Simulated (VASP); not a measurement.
# ZrPdSe3 (Pm-3m) in VASP: notebook

ZrPdSe3 is run at these levels: PBE; tasks: single point, relaxation of cell and atoms.

All numbers are computed with VASP 6.6.1; they aren't measurements. Logs are shortened: lines on timing, memory, paths and dates and some standing lists are left out, and cuts for length are marked.

### Step 1. The cell of the first run

The structure is cubic, space group Pm-3m (No. 221). Conventional cell: a = 4.716 Å, b = 4.716 Å, c = 4.716 Å, α = 90.00°, β = 90.00°, γ = 90.00°. Zr (site symmetry m-3m) has 12 Se at 3.33 Å and 8 Pd at 4.08 Å within 4.4 Å. Pd (site symmetry m-3m) has 6 Se at 2.36 Å within 3.1 Å. Within 3.1 Å of Se (site symmetry 4/mmm) lie 2 Pd at 2.36 Å.

The cell was built from a structure type or drawn by symmetry, and may not be a known phase.

### Step 2. Single point, PBE

Input file INCAR:

```
  PREC = Accurate
  ENCUT = 500
  EDIFF = 1E-6
  ISMEAR = 0
  SIGMA = 0.1
  LREAL = F
  LASPH = T
  NELM = 120
  ALGO = Normal
  ISIF = 2
  LWAVE = F
  LCHARG = T
  GGA = PE
  LELF = T
  LVHAR = T
  NBANDS = 28
  GGA_COMPAT = F
```

Input file KPOINTS:

```
Automatic mesh
0
Gamma
  4 4 4
```

Input file POSCAR:

```
ZrPdSe3
1.0
    4.7163625000      0.0000000000      0.0000000000
    0.0000000000      4.7163625000      0.0000000000
    0.0000000000      0.0000000000      4.7163625000
Zr Pd Se
1 1 3
Direct
    0.0000000000      0.0000000000      0.0000000000
    0.5000000000      0.5000000000      0.5000000000
    0.0000000000      0.5000000000      0.5000000000
    0.5000000000      0.5000000000      0.0000000000
    0.5000000000      0.0000000000      0.5000000000
```

Potentials or basis: VASP PAW PBE potentials, release 64 (Zr_sv, Pd, Se).

Started as:

```bash
$ cat potpaw_PBE.64/Zr_sv/POTCAR potpaw_PBE.64/Pd/POTCAR potpaw_PBE.64/Se/POTCAR > POTCAR
$ mpirun -np 1 vasp_std > vasp.out
```

OUTCAR:

```text
PREC = Accurate
   ENCUT = 500
   EDIFF = 1E-6
   ISMEAR = 0
   LREAL = F
   LASPH = T
   NELM = 120
   ISIF = 2
   GGA = PE

 ion  position               nearest neighbor table
   1  0.000  0.000  0.000-   3 3.33   4 3.33   5 3.33   3 3.33   5 3.33   3 3.33   4 3.33   3 3.33
                             4 3.33   5 3.33   5 3.33   4 3.33
   2  0.500  0.500  0.500-   3 2.36   4 2.36   5 2.36   4 2.36   5 2.36   3 2.36
   3  0.000  0.500  0.500-   2 2.36   2 2.36   1 3.33   1 3.33   1 3.33   1 3.33
   4  0.500  0.500  0.000-   2 2.36   2 2.36   1 3.33   1 3.33   1 3.33   1 3.33
   5  0.500  0.000  0.500-   2 2.36   2 2.36   1 3.33   1 3.33   1 3.33   1 3.33

  LATTYP: Found a simple cubic cell.
 ALAT       =     4.7163625000

  Lattice vectors:

 A1 = (   4.7163625000,   0.0000000000,   0.0000000000)
 A2 = (   0.0000000000,   4.7163625000,   0.0000000000)
 A3 = (   0.0000000000,   0.0000000000,   4.7163625000)

Analysis of symmetry for initial positions (statically):
=====================================================================
 Subroutine PRICEL returns:
 Original cell was already a primitive cell.

 Routine SETGRP: Setting up the symmetry group for a
 simple cubic supercell.

 Subroutine GETGRP returns: Found 48 space group operations
 (whereof 48 operations were pure point group operations)
 out of a pool of 48 trial point group operations.

The static configuration has the point symmetry O_h .

Analysis of symmetry for dynamics (positions and initial velocities):
=====================================================================
 Subroutine PRICEL returns:
 Original cell was already a primitive cell.

 Routine SETGRP: Setting up the symmetry group for a
 simple cubic supercell.

 Subroutine GETGRP returns: Found 48 space group operations
 (whereof 48 operations were pure point group operations)
 out of a pool of 48 trial point group operations.

The dynamic configuration has the point symmetry O_h .

 Subroutine INISYM returns: Found 48 space group operations
 (whereof 48 operations are pure point group operations),
 and found     1 'primitive' translations

----------------------------------------------------------------------------------------

                                     Primitive cell

  volume of cell :     104.9111

  direct lattice vectors                    reciprocal lattice vectors
     4.716362500  0.000000000  0.000000000     0.212027807  0.000000000  0.000000000
     0.000000000  4.716362500  0.000000000     0.000000000  0.212027807  0.000000000
     0.000000000  0.000000000  4.716362500     0.000000000  0.000000000  0.212027807

  length of vectors
     4.716362500  4.716362500  4.716362500     0.212027807  0.212027807  0.212027807

  position of ions in fractional coordinates (direct lattice)
     0.000000000  0.000000000  0.000000000
     0.500000000  0.500000000  0.500000000
     0.000000000  0.500000000  0.500000000
     0.500000000  0.500000000  0.000000000
     0.500000000  0.000000000  0.500000000

  ion indices of the primitive-cell ions
   primitive index   ion index
                 1           1
                 2           2
                 3           3
                 4           4
                 5           5

----------------------------------------------------------------------------------------

 KPOINTS: Automatic mesh

Automatic generation of k-mesh.
 Grid dimensions read from file:
 generate k-points for:    4    4    4

 Generating k-lattice:

  Cartesian coordinates                     Fractional coordinates (reciprocal lattice)
     0.053006952  0.000000000  0.000000000     0.250000000  0.000000000  0.000000000
     0.000000000  0.053006952  0.000000000     0.000000000  0.250000000  0.000000000
     0.000000000  0.000000000  0.053006952     0.000000000  0.000000000  0.250000000

  Length of vectors
     0.053006952  0.053006952  0.053006952

  Shift w.r.t. Gamma in fractional coordinates (k-lattice)
     0.000000000  0.000000000  0.000000000

 Subroutine IBZKPT returns following result:
 ===========================================

 Found     10 irreducible k-points:

 Following reciprocal coordinates:
            Coordinates               Weight
  0.000000  0.000000  0.000000      1.000000
  0.250000  0.000000  0.000000      6.000000
  0.500000  0.000000  0.000000      3.000000
  0.250000  0.250000  0.000000     12.000000
  0.500000  0.250000  0.000000     12.000000
  0.500000  0.500000  0.000000      3.000000
  0.250000  0.250000  0.250000      8.000000
  0.500000  0.250000  0.250000     12.000000
  0.500000  0.500000  0.250000      6.000000
  0.500000  0.500000  0.500000      1.000000
   k-points           NKPTS =     10   k-points in BZ     NKDIM =     10   number of bands    NBANDS=     28
   number of dos      NEDOS =    301   number of ions     NIONS =      5
   total plane-waves  NPLWV =  46656
   dimension x,y,z NGX =    36 NGY =   36 NGZ =   36
   dimension x,y,z NGXF=    72 NGYF=   72 NGZF=   72
   ions per type =               1   1   3
   NGX,Y,Z   is equivalent  to a cutoff of  12.69, 12.69, 12.69 a.u.
   NGXF,Y,Z  is equivalent  to a cutoff of  25.38, 25.38, 25.38 a.u.
 SYSTEM =  unknown system
   PREC   = accura    normal or accurate (medium, high low for compatibility)
   ISTART =      0    job   : 0-new  1-cont  2-samecut
   ICHARG =      2    charge: 1-file 2-atom 10-const
   ISPIN  =      1    spin polarized calculation?
   LNONCOLLINEAR =      F non collinear calculations
   LSORBIT =      F    spin-orbit coupling
   LASPH  =      T    aspherical Exc in radial PAW
   ENCUT  =  500.0 eV  36.75 Ry    6.06 a.u.   8.60  8.60  8.60*2*pi/ulx,y,z
   NELM   =    120;   NELMIN=  2; NELMDL= -5     # of ELM steps
   EDIFF  = 0.1E-05   stopping-criterion for ELM
   LREAL  =      F    real-space projection
   EDIFFG = 0.1E-04   stopping-criterion for IOM
   NSW    =      0    number of steps for IOM
   IBRION =     -1    ionic relax: 0-MD 1-quasi-New 2-CG
   NFREE  =      0    steps in history (QN), initial steepest desc. (CG)
   ISIF   =      2    stress and relaxation
   ISYM   =      2    0-nonsym 1-usesym 2-fastsym
   POTIM  = 0.5000    time-step for ionic-motion
   TEBEG  =    0.0;   TEEND  =   0.0 temperature during run
   PSTRESS=    0.0 pullay stress
   NELECT =      40.0000    total number of electrons
   NUPDOWN=      -1.0000    fix difference up-down
   EMIN   =  10.00;   EMAX   =-10.00  energy-range for DOS
   EFERMI =   0.00;   METHOD = LEGACY
   ISMEAR =     0;   SIGMA  =   0.10  broadening in eV -4-tet -1-fermi 0-gaus
   EFERMI_NEDOS =   21; number of points for ismear=-14 and -15
   IALGO  =     38    algorithm
   IMIX   =      4    mixing-type and parameters
     AMIX     =   0.40;   BMIX     =  1.00
     AMIX_MAG =   1.60;   BMIX_MAG =  1.00
  volume/ion in A,a.u.               =      20.98       141.60
  Fermi-wavevector in a.u.,A,eV,Ry     =   1.187101  2.243296 19.173448  1.409209
  Thomas-Fermi vector in A             =   2.323259
   LORBIT       =      0    0 simple, 1 ext, 2 COOP (PROOUT), +10 PAW based schemes
   GGA     = PE    functional components
   LHFCALC =     F    Hartree Fock is set to
   AEXX    =    0.0000 exact exchange contribution
   IVDW    =     0    specifies the selected vdW correction
   LEPSILON=     F    determine dielectric tensor
   LRPA    =     F    only Hartree local field effects (RPA)
 non-spin polarized calculation
 Gauss-broadening in eV      SIGMA  =   0.10
  energy-cutoff  :      500.00
  volume of cell :      104.91
 maximum number of plane-waves:      2680
 NGX is ok and might be reduce to    36
   NGX = 17   NGY = 17   NGZ = 17

 number of electron      40.0000004 magnetization

 Free energy of the ion-electron system (eV)
  ---------------------------------------------------
  ext. energy  EPLUGINS =         0.00000000
  ---------------------------------------------------
  free energy    TOTEN  =       -23.91732538 eV

  energy without entropy =      -23.89518672  energy(sigma->0) =      -23.90625605

 E-fermi :   7.1937     XC(G=0): -10.6290

 val. band max:        7.1859263268   @ k =   0.5000   0.5000   0.5000
 cond. band min:       7.2587655768   @ k =   0.2500   0.2500   0.2500
 fundamental gap:      0.0728392500
 Fermi energy:         7.1937178780

 k-point     1 :       0.0000    0.0000    0.0000
  band No.  band energies     occupation
      1     -43.8447      2.00000
      2     -21.7530      2.00000
      3     -21.7530      2.00000
      4     -21.7530      2.00000
      5      -8.1097      2.00000
      6      -6.1038      2.00000
[... 20 lines left out ...]
     27       7.1340      1.60147
     28      11.7427      0.00000

 k-point     2 :       0.2500    0.0000    0.0000
  band No.  band energies     occupation
      1     -43.8446      2.00000
      2     -21.7570      2.00000
      3     -21.7526      2.00000
      4     -21.7526      2.00000
      5      -7.8457      2.00000
      6      -6.2236      2.00000
[... 20 lines left out ...]
     27       8.2832      0.00000
     28      12.9350      0.00000

 k-point     3 :       0.5000    0.0000    0.0000
  band No.  band energies     occupation
      1     -43.8446      2.00000
      2     -21.7609      2.00000
      3     -21.7522      2.00000
      4     -21.7522      2.00000
      5      -7.4713      2.00000
      6      -6.4605      2.00000
[... 20 lines left out ...]
     27      10.5839      0.00000
     28      11.1951      0.00000

 k-point     4 :       0.2500    0.2500    0.0000
  band No.  band energies     occupation
      1     -43.8445      2.00000
      2     -21.7566      2.00000
      3     -21.7563      2.00000
      4     -21.7522      2.00000
      5      -7.5864      2.00000
      6      -6.2148      2.00000
[... 144 lines left out ...]
     27       9.8394      0.00000
     28      13.2305      0.00000

 k-point     9 :       0.5000    0.5000    0.2500
  band No.  band energies     occupation
      1     -43.8443      2.00000
      2     -21.7591      2.00000
      3     -21.7591      2.00000
      4     -21.7550      2.00000
      5      -6.5837      2.00000
      6      -6.2916      2.00000
[... 20 lines left out ...]
     27      11.1999      0.00000
     28      13.8134      0.00000

 k-point    10 :       0.5000    0.5000    0.5000
  band No.  band energies     occupation
      1     -43.8442      2.00000
      2     -21.7585      2.00000
      3     -21.7585      2.00000
      4     -21.7585      2.00000
      5      -6.2692      2.00000
      6      -6.2692      2.00000
[... 20 lines left out ...]
     27      11.2604      0.00000
     28      13.5959      0.00000

------------------------ aborting loop because EDIFF is reached ----------------------------------------

  FORCE on cell =-STRESS in cart. coord.  units (eV):
  Direction    XX          YY          ZZ          XY          YZ          ZX
  --------------------------------------------------------------------------------------
  -------------------------------------------------------------------------------------
  Total        5.8910989      5.8910989      5.8910989     -0.0000000     -0.0000000      0.0000000
  in kB       89.9674403     89.9674403     89.9674403     -0.0000000     -0.0000000      0.0000000
  external PRESSURE =      89.9674403 kB  Pullay stress =       0.0000000 kB

 VOLUME and BASIS-vectors are now :
 -----------------------------------------------------------------------------
  energy-cutoff  :      500.00
  volume of cell :      104.91
      direct lattice vectors                 reciprocal lattice vectors
     4.716362500  0.000000000  0.000000000     0.212027807  0.000000000  0.000000000
     0.000000000  4.716362500  0.000000000     0.000000000  0.212027807  0.000000000
     0.000000000  0.000000000  4.716362500     0.000000000  0.000000000  0.212027807

 POSITION                                       TOTAL-FORCE (eV/Angst)
 -----------------------------------------------------------------------------------
      0.00000      0.00000      0.00000         0.000000      0.000000      0.000000
      2.35818      2.35818      2.35818         0.000000      0.000000      0.000000
      0.00000      2.35818      2.35818         0.000000      0.000000      0.000000
      2.35818      2.35818      0.00000         0.000000      0.000000      0.000000
      2.35818      0.00000      2.35818         0.000000      0.000000      0.000000
 -----------------------------------------------------------------------------------
    total drift:                                0.000000      0.000000      0.000000

  FREE ENERGIE OF THE ION-ELECTRON SYSTEM (eV)
  ---------------------------------------------------
  free  energy   TOTEN  =       -23.9173253820 eV

  energy  without entropy=      -23.8951867224  energy(sigma->0) =      -23.90625605
```

It took 27 s on 1 thread of AMD EPYC 7R13 (Zen 3), shared host; peak memory 0.19 GiB.

What came out:

```
Free energy            : -23.9173 eV
Pressure               : 9.0 GPa
Band gap on the k mesh : zero (bands 20 and 21 overlap by 1.22 eV)
```

Caveat: the cell stands under pressure.

[end of part 1 of 2]
